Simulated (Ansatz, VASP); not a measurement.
# Two plane-wave programs on LiCl

```
Li Cl
1.0
     0.00000    2.51285    2.51285
     2.51285    0.00000    2.51285
     2.51285    2.51285    0.00000
Li Cl
1 1
Direct
  0.00000 0.00000 0.00000
  0.50000 0.50000 0.50000
```

Change from the starting cell: volume scaled by 0.9405, PAW files.

Alike in both runs: task electric field gradients; functional PBE; k mesh 9 × 9 × 9; occupations fermi-dirac, width 0.03 eV; no spin polarisation.

|  | VASP | Ansatz |
| --- | --- | --- |
| version | VASP 6.6.1 | Ansatz 0.2.0 |
| potentials or method | VASP PAW PBE potentials, release 64 (Li_sv, Cl) | PAW with Ansatz's default frozen-core files, scalar-relativistic |
| plane-wave cutoff (eV) | 520 | 420 |
| valence electrons in the cell | 10 | 10 |

Ansatz gave:

```
gap on the k mesh at the Fermi level (eV) : 6.70
```

Question: Estimate VASP's values.

Answer: gap on the k mesh at the Fermi level (eV): 6.71.

Noted on VASP's run: the cutoff is short for stress, so the pressure is rough.
